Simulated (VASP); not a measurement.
CaO: single point with r2SCAN

The system is CaO.

```
CELL_PARAMETERS angstrom
0.00000 2.44884 2.44884
2.44884 0.00000 2.44884
2.44884 2.44884 0.00000
ATOMIC_POSITIONS crystal
Ca 0.00000 0.00000 0.00000
O 0.50000 0.50000 0.50000
```

```yaml
Program: VASP 6.6.1
Task: single point
Functional: r2SCAN
Potentials_or_basis: VASP PAW PBE potentials, release 64 (Ca_sv, O)
Cutoff: 520 eV
k_mesh: 9 × 9 × 9
Occupations: fermi-dirac, width 0.1026 eV
Spin: no spin polarisation
Dipole_correction: no
Further_INCAR_settings: ALGO = Normal; EDIFF = 1e-06; NBANDS = 15
```

```json
{
  "Pressure": "-5.7 GPa",
  "Band gap on the k mesh": "4.25 eV (least direct gap 4.63 eV)"
}
```

Levels at points of the mesh, in eV from the valence-band top:
| k point | band 6 | band 7 | band 8 | band 9 | band 10 | band 11 |
| --- | --- | --- | --- | --- | --- | --- |
| (0.00, 0.00, 0.00) | 0.00 | 0.00 | 0.00 | 4.97 | 6.71 | 6.71 |

It took 2.3 min on 1 thread of Intel Xeon 8259CL, with other jobs on the host, peak memory 0.17 GiB.

Caveat: the cell stands under tension; the PAW data sets were made with another functional, which shifts forces and pressure a little; an odd mesh through Γ misses points on the zone boundary, where band edges can lie.
